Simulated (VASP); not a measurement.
# SbPt (P6_3/mmc) in VASP: a series of runs, part 2 of 2

VASP 6.6.1. The steps go on from the part before.

## 4. Relaxation of cell and atoms, LDA

File INCAR:

```
ALGO = Normal
EDIFF = 1E-6
EDIFFG = -0.005
ENCUT = 600
IBRION = 2
ISIF = 3
ISMEAR = 0
LASPH = True
LCHARG = False
LREAL = False
LWAVE = False
NELM = 100
NSW = 100
PREC = Accurate
SIGMA = 0.1
```

File KPOINTS:

```
k-points
0
Gamma
  12 12 8
```

File POSCAR:

```
SbPt
1.0
    4.1299978706      0.0000000000      0.0000000000
   -2.0649989353      3.5766830735      0.0000000000
    0.0000000000      0.0000000000      5.4720000000
Sb Pt
2 2
Direct
    0.3333333333      0.6666666667      0.2500000000
    0.6666666667      0.3333333333      0.7500000000
    0.0000000000      0.0000000000      0.0000000000
    0.0000000000      0.0000000000      0.5000000000
```

Potentials or basis: VASP PAW LDA potentials, release 64 (Sb, Pt).

Command:

```console
cat potpaw_LDA.64/Sb/POTCAR potpaw_LDA.64/Pt/POTCAR > POTCAR
mpirun -np 1 vasp_std > vasp.out
```

OUTCAR:

```text
EDIFF = 1E-6
   EDIFFG = -0.005
   ENCUT = 600
   IBRION = 2
   ISIF = 3
   ISMEAR = 0
   LASPH = True
   LREAL = False
   NELM = 100
   NSW = 100
   PREC = Accurate

 ion  position               nearest neighbor table
   1  0.333  0.667  0.250-   3 2.75   4 2.75   3 2.75   4 2.75   3 2.75   4 2.75   2 3.63   2 3.63
                             2 3.63   2 3.63   2 3.63   2 3.63
   2  0.667  0.333  0.750-   3 2.75   4 2.75   3 2.75   4 2.75   3 2.75   4 2.75   1 3.63   1 3.63
                             1 3.63   1 3.63   1 3.63   1 3.63
   3  0.000  0.000  0.000-   4 2.74   4 2.74   1 2.75   2 2.75   1 2.75   2 2.75   2 2.75   1 2.75

   4  0.000  0.000  0.500-   3 2.74   3 2.74   1 2.75   2 2.75   1 2.75   2 2.75   2 2.75   1 2.75

  LATTYP: Found a hexagonal cell.
 ALAT       =     4.1299978706
 C/A-ratio  =     1.3249401504

  Lattice vectors:

[... 341 lines left out ...]
  ---------------------------------------------------
  ext. energy  EPLUGINS =         0.00000000
  ---------------------------------------------------
  free energy    TOTEN  =       -26.34555758 eV

  energy without entropy =      -26.33719617  energy(sigma->0) =      -26.34137687

 E-fermi :  10.0790     XC(G=0): -11.6511

 val. band max:       10.0381300640   @ k =   0.3333   0.0833   0.5000
 cond. band min:      10.0932856986   @ k =   0.3333  -0.0000   0.3750
 fundamental gap:      0.0551556346
 Fermi energy:        10.0790032764

 k-point     1 :       0.0000    0.0000    0.0000
  band No.  band energies     occupation
      1      -2.8928      2.00000
      2       1.0662      2.00000
      3       3.0764      2.00000
      4       4.0073      2.00000
      5       4.0073      2.00000
      6       4.0444      2.00000
[... 505 lines left out ...]
      6       4.6503      2.00000
[... 11 lines left out ...]
     18      13.4933      0.00000
     19      13.7010      0.00000

 [... further k-points ...]
[... 5 lines left out ...]
  --------------------------------------------------------------------------------------
  -------------------------------------------------------------------------------------
  Total       -0.0055130     -0.0055130     -0.0027185     -0.0000000      0.0000000      0.0000000
  in kB       -0.1091175     -0.1091175     -0.0538057     -0.0000000      0.0000000      0.0000000
  external PRESSURE =      -0.0906802 kB  Pullay stress =       0.0000000 kB
[... 19 lines left out ...]
  FREE ENERGIE OF THE ION-ELECTRON SYSTEM (eV)
  ---------------------------------------------------
  free  energy   TOTEN  =       -26.3455575753 eV

  energy  without entropy=      -26.3371961683  energy(sigma->0) =      -26.34137687

 reached required accuracy - stopping structural energy minimisation
```

OSZICAR:

```text
N       E                     dE             d eps       ncg     rms          rms(c)
DAV:   1     0.204063928494E+03    0.20406E+03   -0.13805E+04  3610   0.156E+03
DAV:   2    -0.167398460137E+02   -0.22080E+03   -0.21282E+03  4501   0.278E+02
DAV:   3    -0.267953632537E+02   -0.10056E+02   -0.96371E+01  4421   0.633E+01
DAV:   4    -0.269899574884E+02   -0.19459E+00   -0.19289E+00  4213   0.854E+00
[... 33 lines left out ...]
DAV:   1    -0.263462752311E+02   -0.83707E-03   -0.14693E-02  3726   0.104E+00    0.176E-01
DAV:   2    -0.263456317319E+02    0.64350E-03   -0.32955E-03  3732   0.503E-01    0.710E-02
DAV:   3    -0.263455738413E+02    0.57891E-04   -0.15710E-04  3850   0.106E-01    0.356E-02
DAV:   4    -0.263455579608E+02    0.15881E-04   -0.60145E-05  3959   0.394E-02    0.884E-03
DAV:   5    -0.263455575753E+02    0.38548E-06   -0.47671E-06  3906   0.172E-02
   5 F= -.26345558E+02 E0= -.26341377E+02  d E =-.351674E-04
```

It took 4.4 min on 1 thread of Intel Xeon Platinum 8488C (Sapphire Rapids), shared host; peak memory 0.32 GiB.

What came out:

```yaml
Free_energy: -26.3456 eV
Relaxed_volume: 20.24 Å³/atom
Relaxed_cell: a = 4.144 Å, b = 4.144 Å, c = 5.442 Å, α = 90.00°, β = 90.00°, γ = 120.00°
Space_group_after_relaxing_to_0.05_Å: P6_3/mmc (No. 194)
Energy_gained_by_relaxing: 0.5 meV/atom
Ionic_steps: 5
Pressure_after_relaxing: 0.0 GPa
Band_gap_on_the_k_mesh: zero (band 15 reaches 12.41 eV, above the bottom of band 16 at 8.30 eV)
```

The path:
```tsv
step	energy change (eV)	largest force (eV/Å)	pressure (GPa)	volume (Å³)
1	0.0000	0.0000	0.12	80.83
2	-0.0019	0.0000	-0.12	81.00
3	-0.0019	0.0000	-0.14	81.02
4	-0.0018	0.0000	0.25	80.81
5	-0.0019	0.0000	-0.01	80.95
```

Final structure:
```
CELL_PARAMETERS angstrom
4.14425 0.00000 0.00000
-2.07213 3.58903 0.00000
0.00000 0.00000 5.44229
ATOMIC_POSITIONS crystal
Sb 0.33333 0.66667 0.25000
Sb 0.66667 0.33333 0.75000
Pt 0.00000 0.00000 0.00000
Pt 0.00000 0.00000 0.50000
```

Levels at points of the mesh, in eV from the Fermi level:
| k point | band 11 | band 12 | band 13 | band 14 | band 15 | band 16 | band 17 | band 18 | band 19 |
| --- | --- | --- | --- | --- | --- | --- | --- | --- | --- |
| (0.00, 0.00, 0.00) | -2.14 | -2.14 | -0.13 | -0.13 | 0.83 | 2.33 | 2.34 | 3.57 | 3.57 |
| (0.50, 0.00, 0.00) | -3.12 | -2.99 | -2.73 | -2.29 | -2.11 | -0.67 | 1.99 | 4.24 | 4.32 |
| (0.00, 0.00, 0.50) | -3.68 | -3.68 | -1.23 | -1.23 | 2.33 | 2.33 | 2.33 | 2.33 | 5.26 |
| (0.50, 0.00, 0.50) | -3.25 | -3.25 | -3.11 | -3.11 | 0.35 | 0.35 | 1.72 | 1.72 | 3.98 |

Caveat: spin-orbit coupling is left out, which moves the levels of the heavy elements.

## 5. Single point, LDA

File INCAR:

```
PREC = Accurate
ENCUT = 520
EDIFF = 1E-6
ISMEAR = 0
SIGMA = 0.1
LREAL = False
LASPH = True
NELM = 100
ALGO = Normal
ISIF = 2
LWAVE = False
LCHARG = False
GGA = CA
NBANDS = 23
```

File KPOINTS:

```
regular mesh
0
Gamma
  6 6 4
```

POSCAR is that of step 4.

Command:

```console
cat potpaw_LDA.64/Sb/POTCAR potpaw_LDA.64/Pt/POTCAR > POTCAR
mpirun -np 1 vasp_std > vasp.out
```

Wall time 21 s (1 thread of Intel Xeon Platinum 8488C (Sapphire Rapids), shared host); peak memory 0.18 GiB.

It converged, with:

```
Free energy            : -26.3709 eV
Pressure               : 0.0 GPa
Band gap on the k mesh : zero (band 15 reaches 12.45 eV, above the bottom of band 16 at 8.33 eV)
```

Stress tensor (GPa, compression positive):
```
-0.40  0.00  0.00
 0.00 -0.40  0.00
 0.00  0.00  0.91
```

Levels at points of the mesh, in eV from the Fermi level:
| k point | band 13 | band 14 | band 15 | band 16 | band 17 | band 18 |
| --- | --- | --- | --- | --- | --- | --- |
| (0.00, 0.00, 0.00) | -0.14 | -0.14 | 0.76 | 2.26 | 2.36 | 3.57 |
| (0.50, 0.00, 0.00) | -2.76 | -2.37 | -2.18 | -0.67 | 1.91 | 4.23 |
| (0.00, 0.00, 0.50) | -1.26 | -1.26 | 2.31 | 2.31 | 2.31 | 2.31 |
| (0.50, 0.00, 0.50) | -3.14 | -3.14 | 0.32 | 0.32 | 1.71 | 1.71 |

Caveat: spin-orbit coupling is left out, which moves the levels of the heavy elements.

## 6. The runs side by side

| task | cell | k mesh | cutoff (eV) | smearing | gap on the mesh (eV) | pressure (GPa) |
| --- | --- | --- | --- | --- | --- | --- |
| single point | a = 4.143, b = 4.143, c = 5.435 Å, angles 90.0, 90.0, 120.0°, 4 atoms | 15 × 15 × 10 | 520 | gaussian 0.15 eV | none | 0.3 |
| single point | a = 4.143, b = 4.143, c = 5.435 Å, angles 90.0, 90.0, 120.0°, 4 atoms | 12 × 12 × 8 | 520 | gaussian 0.1 eV | none | 0.3 |
| relaxation of cell and atoms | relaxed from a = 4.130, b = 4.130, c = 5.472 Å, angles 90.0, 90.0, 120.0°, 4 atoms | 12 × 12 × 8 | 600 | gaussian 0.1 eV | none | 0.0 |
| single point | a = 4.130, b = 4.130, c = 5.472 Å, angles 90.0, 90.0, 120.0°, 4 atoms | 6 × 6 × 4 | 520 | gaussian 0.1 eV | none | 0.0 |

Alike in all rows: level LDA; potentials or basis VASP PAW LDA potentials, release 64 (Sb, Pt); no spin polarisation.

Caveats: spin-orbit coupling is left out, which moves the levels of the heavy elements.

Absolute energies hang on the potentials; compare differences alone.
